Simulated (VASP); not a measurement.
# Ti8HO16 (a cell with a defect) in VASP: further runs, part 2 of 2

VASP 6.6.1. The steps go on from the part before.

**3. Single point, PBE (with an interstitial atom, then relaxed in part)**

INCAR reads:

```
SYSTEM = Ti8HO16
PREC = Accurate
ENCUT = 520
EDIFF = 1E-6
ISMEAR = 0
SIGMA = 0.02
LREAL = Auto
LASPH = .TRUE.
NELM = 100
ALGO = Normal
ISIF = 2
LWAVE = .FALSE.
LCHARG = .FALSE.
GGA = PE
NELECT = 192.0
NBANDS = 114
```

KPOINTS reads:

```
Automatic mesh
0
G
  3 3 3
  0 0 0
```

POSCAR reads:

```
Ti8HO16
1.0
    4.6433175447     -4.6433175447      0.0000000000
   -4.6433175447     -4.6433175447      0.0000000000
    0.0000000000      4.6433175447     -5.9277360028
Ti O H
8 16 1
Direct
    0.5200014362      0.0021096897      0.0003181940
    0.2757867572      0.7563716335      0.5099868367
    0.0004183930      0.4984073397      0.0224893592
    0.7315366907      0.2309621911      0.4876777604
    0.1314464422      0.1159391082      0.2550738821
    0.9022503250      0.9007088926      0.7546348915
    0.6323306782      0.6157703856      0.2539876509
    0.3503905484      0.3742802965      0.7544977602
    0.6266334880      0.9311621754      0.2512358567
    0.3924866542      0.6815408987      0.7550965462
    0.1305652105      0.4348629764      0.2587284736
    0.8810476323      0.1902221172      0.7549593394
    0.0501060905      0.2602779089      0.5061477779
    0.8077054310      1.0136923392      1.0056811989
    0.5572780394      0.7631705716      0.5044542396
    0.2989796236      0.5089803881      1.0037067677
    0.1968685699      0.9992978824      0.0060511810
    0.9459082406      0.7481771850      0.5038897267
    0.6935941504      0.4972539183      0.0056103083
    0.4427532955      0.2465098502      0.5043361117
    0.6199819658      0.3226678217      0.2552396364
    0.3685604528      0.0727946185      0.7549606845
    0.1198599096      0.8224210282      0.2547979543
    0.8392210876      0.5856264972      0.7550716953
    0.6901443356      0.6035215641      0.7559232299
```

Potentials or basis: VASP PAW PBE potentials, release 64 (Ti_sv, O, H).

Launch:

```
> cat potpaw_PBE.64/Ti_sv/POTCAR potpaw_PBE.64/O/POTCAR potpaw_PBE.64/H/POTCAR > POTCAR
> mpirun -np 1 vasp_std > vasp.out
```

OUTCAR:

```text
SYSTEM = Ti8HO16
   PREC = Accurate
   ENCUT = 520
   EDIFF = 1E-6
   ISMEAR = 0
   LREAL = Auto
   LASPH = .TRUE.
   NELM = 100
   ISIF = 2
   GGA = PE
   NELECT = 192.0

 ion  position               nearest neighbor table
   1  0.520  0.002  0.000-  14 1.87  22 1.94  10 1.95   9 1.97  21 1.98  17 2.14   4 2.90   2 2.91

   2  0.276  0.756  0.510-  15 1.87  22 1.94  10 1.95  11 1.97  23 1.98  18 2.15   3 2.90   1 2.91

   3  0.000  0.498  0.022-  11 1.84  23 1.94  12 1.96  19 1.96  16 2.03  24 2.16   2 2.90
   4  0.732  0.231  0.488-   9 1.84  21 1.94  20 1.95  12 1.96  13 2.04  24 2.16   1 2.90
   5  0.131  0.116  0.255-  20 1.92  23 1.93  17 1.93  14 1.98  13 2.02  11 2.08
   6  0.902  0.901  0.755-  18 1.86  17 1.87  12 1.91  15 2.07  14 2.08  24 2.11
   7  0.632  0.616  0.254-  19 1.91  21 1.93  18 1.93  15 1.99  16 2.02   9 2.08
   8  0.350  0.374  0.754-  13 1.87  16 1.88  22 1.98  10 2.03  20 2.06  19 2.06
   9  0.627  0.931  0.251-   4 1.84   1 1.97   7 2.08
  10  0.392  0.682  0.755-   2 1.95   1 1.95   8 2.03
  11  0.131  0.435  0.259-   3 1.84   2 1.97   5 2.08
  12  0.881  0.190  0.755-   6 1.91   4 1.96   3 1.96
  13  0.050  0.260  0.506-   8 1.87   5 2.02   4 2.04
  14  0.808  0.014  0.006-   1 1.87   5 1.98   6 2.08
  15  0.557  0.763  0.504-   2 1.87   7 1.99   6 2.07
  16  0.299  0.509  0.004-   8 1.88   7 2.02   3 2.03
  17  0.197  0.999  0.006-   6 1.87   5 1.93   1 2.14
  18  0.946  0.748  0.504-   6 1.86   7 1.93   2 2.15
  19  0.694  0.497  0.006-   7 1.91   3 1.96   8 2.06
  20  0.443  0.247  0.504-   5 1.92   4 1.95   8 2.06
  21  0.620  0.323  0.255-   7 1.93   4 1.94   1 1.98
  22  0.369  0.073  0.755-   1 1.94   2 1.94   8 1.98
  23  0.120  0.822  0.255-   5 1.93   3 1.94   2 1.98
  24  0.839  0.586  0.755-  25 0.99   6 2.11   4 2.16   3 2.16
  25  0.690  0.604  0.756-  24 0.99

  LATTYP: Found a body centered tetragonal cell.
 ALAT       =     6.5666426461
 C/A-ratio  =     1.8054084324

  Lattice vectors:

 A1 = (   4.6433175447,   0.0000000000,   5.9277360028)
 A2 = (  -4.6433175447,   0.0000000000,   5.9277360028)
 A3 = (   0.0000000000,  -4.6433175447,  -5.9277360028)

Analysis of symmetry for initial positions (statically):
=====================================================================
 Subroutine PRICEL returns:
 Original cell was already a primitive cell.

 Routine SETGRP: Setting up the symmetry group for a
 body centered tetragonal supercell.

 Subroutine GETGRP returns: Found  1 space group operations
 (whereof  1 operations were pure point group operations)
 out of a pool of 16 trial point group operations.

The static configuration has the point symmetry C_1 .

Analysis of symmetry for dynamics (positions and initial velocities):
=====================================================================
 Subroutine PRICEL returns:
 Original cell was already a primitive cell.

 Routine SETGRP: Setting up the symmetry group for a
 body centered tetragonal supercell.

 Subroutine GETGRP returns: Found  1 space group operations
 (whereof  1 operations were pure point group operations)
 out of a pool of 16 trial point group operations.

The dynamic configuration has the point symmetry C_1 .

 Subroutine INISYM returns: Found  1 space group operations
 (whereof  1 operations are pure point group operations),
 and found     1 'primitive' translations

[... 108 lines left out ...]
  0.000000  0.000000  0.333333      2.000000
  0.333333  0.000000  0.333333      2.000000
  0.000000 -0.333333 -0.333333      2.000000
   k-points           NKPTS =     14   k-points in BZ     NKDIM =     14   number of bands    NBANDS=    114
   number of dos      NEDOS =    301   number of ions     NIONS =     25
   total plane-waves  NPLWV = 140000
   dimension x,y,z NGX =    50 NGY =   50 NGZ =   56
   dimension x,y,z NGXF=   100 NGYF=  100 NGZF=  112
   ions per type =               8  16   1
   NGX,Y,Z   is equivalent  to a cutoff of  12.66, 12.66, 12.36 a.u.
   NGXF,Y,Z  is equivalent  to a cutoff of  25.32, 25.32, 24.73 a.u.
 SYSTEM =  Ti8HO16
   PREC   = accura    normal or accurate (medium, high low for compatibility)
   ISTART =      0    job   : 0-new  1-cont  2-samecut
   ICHARG =      2    charge: 1-file 2-atom 10-const
   ISPIN  =      1    spin polarized calculation?
   LNONCOLLINEAR =      F non collinear calculations
   LSORBIT =      F    spin-orbit coupling
   LASPH  =      T    aspherical Exc in radial PAW
   ENCUT  =  520.0 eV  38.22 Ry    6.18 a.u.  12.21 12.21 14.00*2*pi/ulx,y,z
   NELM   =    100;   NELMIN=  2; NELMDL= -5     # of ELM steps
   EDIFF  = 0.1E-05   stopping-criterion for ELM
   LREAL  =      T    real-space projection
   EDIFFG = 0.1E-04   stopping-criterion for IOM
   NSW    =      0    number of steps for IOM
   IBRION =     -1    ionic relax: 0-MD 1-quasi-New 2-CG
   NFREE  =      0    steps in history (QN), initial steepest desc. (CG)
   ISIF   =      2    stress and relaxation
   ISYM   =      2    0-nonsym 1-usesym 2-fastsym
   POTIM  = 0.5000    time-step for ionic-motion
   TEBEG  =    0.0;   TEEND  =   0.0 temperature during run
   PSTRESS=    0.0 pullay stress
   NELECT =     192.0000    total number of electrons
   NUPDOWN=      -1.0000    fix difference up-down
   EMIN   =  10.00;   EMAX   =-10.00  energy-range for DOS
   EFERMI =   0.00;   METHOD = LEGACY
   ISMEAR =     0;   SIGMA  =   0.02  broadening in eV -4-tet -1-fermi 0-gaus
   EFERMI_NEDOS =   21; number of points for ismear=-14 and -15
   IALGO  =     38    algorithm
   IMIX   =      4    mixing-type and parameters
     AMIX     =   0.40;   BMIX     =  1.00
     AMIX_MAG =   1.60;   BMIX_MAG =  1.00
  volume/ion in A,a.u.               =      10.22        69.00
  Fermi-wavevector in a.u.,A,eV,Ry     =   1.488161  2.812217 30.131793  2.214624
  Thomas-Fermi vector in A             =   2.601231
   LORBIT       =      0    0 simple, 1 ext, 2 COOP (PROOUT), +10 PAW based schemes
   GGA     = PE    functional components
   LHFCALC =     F    Hartree Fock is set to
   AEXX    =    0.0000 exact exchange contribution
   IVDW    =     0    specifies the selected vdW correction
   LEPSILON=     F    determine dielectric tensor
   LRPA    =     F    only Hartree local field effects (RPA)
 non-spin polarized calculation
 Gauss-broadening in eV      SIGMA  =   0.02
  energy-cutoff  :      520.00
  volume of cell :      255.61
 maximum number of plane-waves:      6906
 NGX is ok and might be reduce to    50
   NGX = 25   NGY = 25   NGZ = 27

 number of electron     192.0000005 magnetization

 Free energy of the ion-electron system (eV)
  ---------------------------------------------------
  ext. energy  EPLUGINS =         0.00000000
  ---------------------------------------------------
  free energy    TOTEN  =      -224.51328687 eV

  energy without entropy =     -224.51328687  energy(sigma->0) =     -224.51328687

 E-fermi :   4.6674     XC(G=0): -11.2770

 val. band max:        4.5015991505   @ k =   0.0000   0.0000   0.0000
 cond. band min:       6.5698640049   @ k =   0.0000   0.0000   0.0000
 fundamental gap:      2.0682648544
 Fermi energy:         4.6673849589

 k-point     1 :       0.0000    0.0000    0.0000
  band No.  band energies     occupation
      1     -52.2746      2.00000
      2     -52.2688      2.00000
      3     -52.2560      2.00000
      4     -52.2486      2.00000
      5     -52.2094      2.00000
      6     -52.1848      2.00000
[... 1543 lines left out ...]
    107       7.5766      0.00000
    108       7.6712      0.00000
 [bands above 108 left out]

------------------------ aborting loop because EDIFF is reached ----------------------------------------

  FORCE on cell =-STRESS in cart. coord.  units (eV):
  Direction    XX          YY          ZZ          XY          YZ          ZX
  --------------------------------------------------------------------------------------
  -------------------------------------------------------------------------------------
  Total       -7.6357073     -4.2947086     -2.1904951      2.3145989      0.0072349      0.0043102
  in kB      -47.8612718    -26.9196039    -13.7302121     14.5081052      0.0453492      0.0270167
  external PRESSURE =     -29.5036959 kB  Pullay stress =       0.0000000 kB

 VOLUME and BASIS-vectors are now :
 -----------------------------------------------------------------------------
  energy-cutoff  :      520.00
  volume of cell :      255.61
      direct lattice vectors                 reciprocal lattice vectors
     4.643317545 -4.643317545  0.000000000     0.107681630 -0.107681630 -0.084349235
    -4.643317545 -4.643317545  0.000000000    -0.107681630 -0.107681630 -0.084349235
     0.000000000  4.643317545 -5.927736003     0.000000000  0.000000000 -0.168698471

 POSITION                                       TOTAL-FORCE (eV/Angst)
 -----------------------------------------------------------------------------------
      2.40474     -2.42285     -0.00189        -0.034441      0.021620     -0.010059
     -2.23151     -2.42461     -3.02307        -0.037981      0.032293      0.023672
     -2.31232     -2.21178     -0.13331         0.008855     -0.036245      0.072712
      2.32433     -2.20475     -2.89083        -0.003892     -0.042886     -0.076475
      0.07201      0.03570     -1.51201        -0.038266      0.000145     -0.024011
      0.00716     -4.86770     -4.47328        -0.003492      0.047461     -0.013100
[... 17 lines left out ...]
      1.17752     -3.10998     -4.47587         0.072153     -0.048527     -0.002608
      0.40222     -2.49691     -4.48091        -0.091098      0.054220      0.002243
 -----------------------------------------------------------------------------------
    total drift:                               -0.011931      0.002075      0.005017

  FREE ENERGIE OF THE ION-ELECTRON SYSTEM (eV)
  ---------------------------------------------------
  free  energy   TOTEN  =      -224.5132868660 eV

  energy  without entropy=     -224.5132868660  energy(sigma->0) =     -224.51328687
```

Wall time 39 min (1 thread of Intel Xeon 8259CL, shared host); peak memory 0.52 GiB.

Results:

| Property | Result |
| --- | --- |
| Free energy | -224.5133 eV |
| Largest force | 0.106 eV/Å |

Forces on the atoms (eV/Å):
```
Ti  -0.034  0.022 -0.010
Ti  -0.038  0.032  0.024
Ti   0.009 -0.036  0.073
Ti  -0.004 -0.043 -0.076
Ti  -0.038  0.000 -0.024
Ti  -0.003  0.047 -0.013
Ti  -0.051  0.015  0.011
Ti   0.024 -0.038 -0.007
O    0.045  0.047  0.032
O    0.025  0.040  0.002
O    0.046  0.041 -0.032
O   -0.001 -0.006  0.002
O   -0.025  0.023  0.032
O    0.010 -0.017  0.017
O    0.021 -0.020 -0.013
O   -0.022  0.016 -0.028
O    0.046 -0.045 -0.018
O    0.049 -0.047  0.026
O    0.006 -0.014  0.035
O   -0.004 -0.009 -0.034
O   -0.010 -0.004  0.007
O   -0.025 -0.011  0.000
O   -0.005  0.000 -0.003
O    0.072 -0.049 -0.003
H   -0.091  0.054  0.002
```

Levels at points of the mesh, in eV from the Fermi level:
```tsv
k point	band 93	band 94	band 95	band 96	band 97	band 98	band 99	band 100
(0.00, 0.00, 0.00)	-0.80	-0.79	-0.62	-0.17	1.90	2.19	2.41	2.47
```

Caveat: the cell carries a net charge on a neutralising background, which shifts energy and pressure; the cell differs from its parent crystal (with an interstitial atom, then relaxed in part); the cell is charged against a uniform background, so pressure and absolute levels hang on convention.
